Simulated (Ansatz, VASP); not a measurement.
## BaS in VASP and in Ansatz

```xyz
2
Lattice="0.0000 3.4713 3.4713 3.4713 0.0000 3.4713 3.4713 3.4713 0.0000" Properties=species:S:1:pos:R:3 pbc="T T T"
Ba    0.0000    0.0000    0.0000
S     1.7356    1.7356    1.7356
```

Alike in both runs: functional PBEsol; k mesh 6 × 6 × 6; occupations gaussian, width 0.02 eV; no spin polarisation.

Ansatz relaxed the structure, and its values are those at the end. VASP's run is a single point on that final structure, the one shown.

```csv
,VASP,Ansatz
version,VASP 6.6.1,Ansatz 0.2.0
potentials or method,"VASP PAW PBE potentials, release 64 (Ba_sv, S), cutoff 520 eV","scalar-relativistic, plane waves, PAW"
valence electrons in the cell,16,16
```

Ansatz gave:

| Item | Value |
| --- | --- |
| gap on the k mesh at the Fermi level (eV) | 2.67 |
| least direct gap on the mesh (eV) | 3.37 |
| pressure (GPa) | -0.1 |

Q: Estimate VASP's values.

A: gap on the k mesh at the Fermi level (eV): 2.68; least direct gap on the mesh (eV): 3.33; pressure (GPa): 0.4.

VASP's potentials were made for PBE, not for PBEsol.

Spin-orbit coupling is off throughout.
